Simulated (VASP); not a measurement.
# CdSe (ref) (P6_3mc) in VASP: further runs

The runs below take CdSe (ref) through single point, with r2SCAN.

Everything below comes from runs of VASP 6.6.1. Logs are shortened: lines on timing, memory, paths and dates and some standing lists are left out, and cuts for length are marked.

### Step 1. The cell of the first run

Symmetry: P6_3mc, No. 186, hexagonal system. Conventional cell: a = 4.340 Å, b = 4.340 Å, c = 7.078 Å, α = 90.00°, β = 90.00°, γ = 120.00°. Within 3.3 Å of Cd (site symmetry 3m) lie 4 Se at 2.53 to 3.19 Å. Within 3.3 Å of Se (site symmetry 3m) lie 4 Cd at 2.53 to 3.19 Å.

### Step 2. Single point, r2SCAN

POSCAR reads:

```
CdSe
1.0
    4.3398318052      0.0000000000      0.0000000000
   -2.1699159026      3.7584045914      0.0000000000
    0.0000000000      0.0000000000      7.0784044757
Cd Se
2 2
Direct
    0.3333333333      0.6666666667     -0.0371772161
    0.6666666667      0.3333333333      0.4628227839
    0.3333333333      0.6666666667      0.4131772161
    0.6666666667      0.3333333333      0.9131772161
```

INCAR.step1 reads:

```
SYSTEM = CdSe
PREC = Accurate ; ENCUT = 520
ISMEAR = 0 ; SIGMA = 0.01
LREAL = .False. ; LASPH = .True.
NELM = 80 ; NBANDS = 26
GGA = PE ; ALGO = Normal
EDIFF = 1E-4 ; LWAVE = .True.
LCHARG = .False.
```

INCAR.step2 reads:

```
SYSTEM = CdSe
PREC = Accurate ; ENCUT = 520
EDIFF = 1E-6 ; ISMEAR = 0
SIGMA = 0.01 ; LREAL = .False.
LASPH = .True. ; NELM = 80
ALGO = Normal ; ISIF = 2
LWAVE = .False. ; LCHARG = .False.
METAGGA = R2SCAN ; LMIXTAU = .True.
NBANDS = 26 ; ISTART = 1
```

KPOINTS reads:

```
Automatic mesh
0
Gamma
  9 9 6
  0 0 0
```

Potentials or basis: VASP PAW PBE potentials, release 64 (Cd, Se).

The run is started by

```sh
$ cat potpaw_PBE.64/Cd/POTCAR potpaw_PBE.64/Se/POTCAR > POTCAR
$ cp INCAR.step1 INCAR
$ mpirun -np 1 vasp_std > vasp.out
$ cp INCAR.step2 INCAR
$ mpirun -np 1 vasp_std > vasp.out
```

OUTCAR:

```text
SYSTEM = CdSe
   PREC = Accurate
   ENCUT = 520
   EDIFF = 1E-6
   ISMEAR = 0
   LREAL = .False.
   LASPH = .True.
   NELM = 80
   ISIF = 2
   METAGGA = R2SCAN
   ISTART = 1

 ion  position               nearest neighbor table
   1  0.333  0.667  0.963-   4 2.53   4 2.53   4 2.53   3 3.19
   2  0.667  0.333  0.463-   3 2.53   3 2.53   3 2.53   4 3.19
   3  0.333  0.667  0.413-   2 2.53   2 2.53   2 2.53   1 3.19
   4  0.667  0.333  0.913-   1 2.53   1 2.53   1 2.53   2 3.19

  LATTYP: Found a hexagonal cell.
 ALAT       =     4.3398318052
 C/A-ratio  =     1.6310319831

  Lattice vectors:

 A1 = (   4.3398318052,   0.0000000000,   0.0000000000)
 A2 = (  -2.1699159026,   3.7584045914,   0.0000000000)
 A3 = (   0.0000000000,   0.0000000000,   7.0784044757)

Analysis of symmetry for initial positions (statically):
=====================================================================
 Subroutine PRICEL returns:
 Original cell was already a primitive cell.

 Routine SETGRP: Setting up the symmetry group for a
 hexagonal supercell.

 Subroutine GETGRP returns: Found 12 space group operations
 (whereof  6 operations were pure point group operations)
 out of a pool of 24 trial point group operations.

The static configuration has the point symmetry C_3v.
 The point group associated with its full space group is C_6v.

Analysis of symmetry for dynamics (positions and initial velocities):
=====================================================================
 Subroutine PRICEL returns:
 Original cell was already a primitive cell.

 Routine SETGRP: Setting up the symmetry group for a
 hexagonal supercell.

 Subroutine GETGRP returns: Found 12 space group operations
 (whereof  6 operations were pure point group operations)
 out of a pool of 24 trial point group operations.

The dynamic configuration has the point symmetry C_3v.
 The point group associated with its full space group is C_6v.

 Subroutine INISYM returns: Found 12 space group operations
 (whereof  6 operations are pure point group operations),
 and found     1 'primitive' translations

----------------------------------------------------------------------------------------

                                     Primitive cell

  volume of cell :     115.4547

[... 84 lines left out ...]
   ISTART =      1    job   : 0-new  1-cont  2-samecut
   ICHARG =      0    charge: 1-file 2-atom 10-const
   ISPIN  =      1    spin polarized calculation?
   LNONCOLLINEAR =      F non collinear calculations
   LSORBIT =      F    spin-orbit coupling
   LASPH  =      T    aspherical Exc in radial PAW
   ENCUT  =  520.0 eV  38.22 Ry    6.18 a.u.   8.07  8.07 13.16*2*pi/ulx,y,z
   NELM   =     80;   NELMIN=  2; NELMDL=  0     # of ELM steps
   EDIFF  = 0.1E-05   stopping-criterion for ELM
   LREAL  =      F    real-space projection
   EDIFFG = 0.1E-04   stopping-criterion for IOM
   NSW    =      0    number of steps for IOM
   IBRION =     -1    ionic relax: 0-MD 1-quasi-New 2-CG
   NFREE  =      0    steps in history (QN), initial steepest desc. (CG)
   ISIF   =      2    stress and relaxation
   ISYM   =      2    0-nonsym 1-usesym 2-fastsym
   POTIM  = 0.5000    time-step for ionic-motion
   TEBEG  =    0.0;   TEEND  =   0.0 temperature during run
   PSTRESS=    0.0 pullay stress
   NELECT =      36.0000    total number of electrons
   NUPDOWN=      -1.0000    fix difference up-down
   EMIN   =  10.00;   EMAX   =-10.00  energy-range for DOS
   EFERMI =   0.00;   METHOD = LEGACY
   ISMEAR =     0;   SIGMA  =   0.01  broadening in eV -4-tet -1-fermi 0-gaus
   EFERMI_NEDOS =   21; number of points for ismear=-14 and -15
   IALGO  =     38    algorithm
   IMIX   =      4    mixing-type and parameters
     AMIX     =   0.40;   BMIX     =  1.00
     AMIX_MAG =   1.60;   BMIX_MAG =  1.00
  volume/ion in A,a.u.               =      28.86       194.78
  Fermi-wavevector in a.u.,A,eV,Ry     =   1.110125  2.097831 16.767502  1.232377
  Thomas-Fermi vector in A             =   2.246672
   LORBIT       =      0    0 simple, 1 ext, 2 COOP (PROOUT), +10 PAW based schemes
   METAGGA = R2SCAN    functional components
   LHFCALC =     F    Hartree Fock is set to
   AEXX    =    0.0000 exact exchange contribution
   IVDW    =     0    specifies the selected vdW correction
   LEPSILON=     F    determine dielectric tensor
   LRPA    =     F    only Hartree local field effects (RPA)
 non-spin polarized calculation
 Gauss-broadening in eV      SIGMA  =   0.01
  energy-cutoff  :      520.00
  volume of cell :      115.45
 maximum number of plane-waves:      3126
   NGX = 17   NGY = 17   NGZ = 27

 number of electron      36.0000001 magnetization

 Free energy of the ion-electron system (eV)
  ---------------------------------------------------
  ext. energy  EPLUGINS =         0.00000000
  ---------------------------------------------------
  free energy    TOTEN  =       -71.26132700 eV

  energy without entropy =      -71.26132700  energy(sigma->0) =      -71.26132700

 E-fermi :   0.4261     XC(G=0):  -9.2776

 val. band max:        0.3374954179   @ k =   0.0000   0.0000   0.0000
 cond. band min:       1.7021987575   @ k =   0.0000   0.0000   0.0000
 fundamental gap:      1.3647033396
 Fermi energy:         0.4260602500

 k-point     1 :       0.0000    0.0000    0.0000
  band No.  band energies     occupation
      1     -12.5935      2.00000
      2     -12.2908      2.00000
      3      -7.9362      2.00000
      4      -7.9362      2.00000
      5      -7.9302      2.00000
      6      -7.9302      2.00000
[... 685 lines left out ...]
     25       9.2880      0.00000
     26       9.2880      0.00000

 [... further k-points ...]
[... 5 lines left out ...]
  --------------------------------------------------------------------------------------
  -------------------------------------------------------------------------------------
  Total        3.8952986      3.8952986     -1.6618908      0.0000000      0.0000000      0.0000000
  in kB       54.0554560     54.0554560    -23.0622285      0.0000000      0.0000000      0.0000000
  external PRESSURE =      28.3495612 kB  Pullay stress =       0.0000000 kB

 VOLUME and BASIS-vectors are now :
 -----------------------------------------------------------------------------
  energy-cutoff  :      520.00
  volume of cell :      115.45
      direct lattice vectors                 reciprocal lattice vectors
     4.339831805  0.000000000  0.000000000     0.230423677  0.133035172  0.000000000
    -2.169915903  3.758404591  0.000000000     0.000000000  0.266070343  0.000000000
     0.000000000  0.000000000  7.078404476     0.000000000  0.000000000  0.141274775

 POSITION                                       TOTAL-FORCE (eV/Angst)
 -----------------------------------------------------------------------------------
     -0.00000      2.50560      6.81525        -0.000000     -0.000000      0.616218
      2.16992      1.25280      3.27605         0.000000      0.000000      0.616218
     -0.00000      2.50560      2.92464         0.000000      0.000000     -0.616218
      2.16992      1.25280      6.46384         0.000000      0.000000     -0.616218
 -----------------------------------------------------------------------------------
    total drift:                               -0.000000     -0.000000      0.002456

  FREE ENERGIE OF THE ION-ELECTRON SYSTEM (eV)
  ---------------------------------------------------
  free  energy   TOTEN  =       -71.2613270023 eV

  energy  without entropy=      -71.2613270023  energy(sigma->0) =      -71.26132700
```

OUTCAR.step1:

```text
SYSTEM = CdSe
   PREC = Accurate
   ENCUT = 520
   ISMEAR = 0
   LREAL = .False.
   LASPH = .True.
   NELM = 80
[... 926 lines left out ...]
      2.16992      1.25280      3.27605        -0.000000     -0.000000      0.642840
     -0.00000      2.50560      2.92464        -0.000000      0.000000     -0.642840
      2.16992      1.25280      6.46384         0.000000     -0.000000     -0.642840
 -----------------------------------------------------------------------------------
    total drift:                               -0.000000     -0.000000     -0.000010

  FREE ENERGIE OF THE ION-ELECTRON SYSTEM (eV)
  ---------------------------------------------------
  free  energy   TOTEN  =       -10.3839455900 eV

  energy  without entropy=      -10.3839455900  energy(sigma->0) =      -10.38394559
```

OSZICAR.step1:

```text
N       E                     dE             d eps       ncg     rms          rms(c)
DAV:   1     0.241648055956E+03    0.24165E+03   -0.17075E+04  2504   0.124E+03
DAV:   2     0.158755083610E+01   -0.24006E+03   -0.23224E+03  2720   0.309E+02
DAV:   3    -0.111507001117E+02   -0.12738E+02   -0.12672E+02  2980   0.710E+01
DAV:   4    -0.112547895210E+02   -0.10409E+00   -0.10400E+00  2730   0.609E+00
DAV:   5    -0.112554396386E+02   -0.65012E-03   -0.65006E-03  2816   0.469E-01    0.943E+00
DAV:   6    -0.104293099472E+02    0.82613E+00   -0.14139E+00  2918   0.119E+01    0.726E+00
DAV:   7    -0.103860812636E+02    0.43229E-01   -0.65977E-01  2596   0.413E+00    0.270E+00
DAV:   8    -0.103837171993E+02    0.23641E-02   -0.74443E-02  2624   0.278E+00    0.446E-01
DAV:   9    -0.103837205443E+02   -0.33450E-05   -0.98693E-03  2710   0.116E+00    0.138E-01
DAV:  10    -0.103838310785E+02   -0.11053E-03   -0.11129E-03  2694   0.371E-01    0.747E-02
DAV:  11    -0.103839537181E+02   -0.12264E-03   -0.27509E-04  2230   0.106E-01    0.342E-02
DAV:  12    -0.103839455900E+02    0.81281E-05   -0.59865E-05  1392   0.894E-02
   1 F= -.10383946E+02 E0= -.10383946E+02  d E =-.419071E-48
```

It took 2.7 min on 1 thread of Intel Xeon 6975P-C (Granite Rapids), shared host; peak memory 0.31 GiB.

Results:

```
Free energy            : -71.2613 eV
Pressure               : 2.8 GPa
Largest force          : 0.616 eV/Å
Band gap on the k mesh : 1.36 eV, direct
```

Forces on the atoms (eV/Å):
```
Cd   0.000  0.000  0.616
Cd   0.000  0.000  0.616
Se   0.000  0.000 -0.616
Se   0.000  0.000 -0.616
```

Levels at points of the mesh, in eV from the valence-band top:
```tsv
k point	band 15	band 16	band 17	band 18	band 19	band 20	band 21	band 22
(0.00, 0.00, 0.00)	-0.46	-0.02	0.00	0.00	1.36	2.03	6.44	6.44
(0.00, 0.00, 0.50)	-0.23	-0.23	-0.23	-0.23	2.43	2.43	6.43	6.43
```

Caveat: the PAW data sets were made with another functional, which shifts forces and pressure a little. r2SCAN opens gaps a little over a GGA but as a rule still falls short of measured ones.

### Step 3. Single point, r2SCAN

POSCAR reads:

```
CdSe
1.0
    4.3398318052      0.0000000000      0.0000000000
   -2.1699159026      3.7584045914      0.0000000000
    0.0000000000      0.0000000000      7.0784044757
Cd Se
2 2
Direct
    0.3333333333      0.6666666667     -0.0464857601
    0.6666666667      0.3333333333      0.4535142399
    0.3333333333      0.6666666667      0.4224857601
    0.6666666667      0.3333333333      0.9224857601
```

INCAR.step1 reads:

```
SYSTEM = CdSe
  PREC = Accurate
  ENCUT = 520
  ISMEAR = 0
  SIGMA = 0.01
  LREAL = .False.
  LASPH = .True.
  NELM = 100
  NBANDS = 26
  GGA = PE
  ALGO = Normal
  EDIFF = 1E-4
  LWAVE = .True.
  LCHARG = .False.
```

INCAR.step2 reads:

```
SYSTEM = CdSe
  PREC = Accurate
  ENCUT = 520
  EDIFF = 1E-6
  ISMEAR = 0
  SIGMA = 0.01
  LREAL = .False.
  LASPH = .True.
  NELM = 100
  ALGO = Normal
  ISIF = 2
  LWAVE = .False.
  LCHARG = .False.
  METAGGA = R2SCAN
  LMIXTAU = .True.
  NBANDS = 26
  ISTART = 1
```

KPOINTS is that of step 2.

Potentials or basis: VASP PAW PBE potentials, release 64 (Cd, Se).

The run is started by

```sh
$ cat potpaw_PBE.64/Cd/POTCAR potpaw_PBE.64/Se/POTCAR > POTCAR
$ cp INCAR.step1 INCAR
$ mpirun -np 1 vasp_std > vasp.out
$ cp INCAR.step2 INCAR
$ mpirun -np 1 vasp_std > vasp.out
```

Wall time 3 min (1 thread of Intel Xeon 6975P-C (Granite Rapids), shared host); peak memory 0.31 GiB.

It converged, with:

| Property | Result |
| --- | --- |
| Free energy | -71.1210 eV |
| Pressure | 3.4 GPa |
| Largest force | 0.435 eV/Å |
| Band gap on the k mesh | 1.40 eV, direct |

Forces on the atoms (eV/Å):
```
Cd   0.000  0.000  0.435
Cd   0.000  0.000  0.435
Se   0.000  0.000 -0.435
Se   0.000  0.000 -0.435
```

Stress tensor (GPa, compression positive):
```
 6.25  0.00  0.00
 0.00  6.25  0.00
 0.00  0.00 -2.19
```

Levels at points of the mesh, in eV from the valence-band top:
```
           k point  band 14  band 15  band 16  band 17  band 18  band 19  band 20  band 21  band 22  band 23
(0.00, 0.00, 0.00)    -0.43    -0.43    -0.06     0.00     0.00     1.40     1.94     6.44     6.44     7.30
(0.00, 0.00, 0.50)    -1.86    -0.22    -0.22    -0.22    -0.22     2.37     2.37     6.50     6.50     6.70
```

Caveat: the PAW data sets were made with another functional, which shifts forces and pressure a little. A k mesh can miss the band edges.
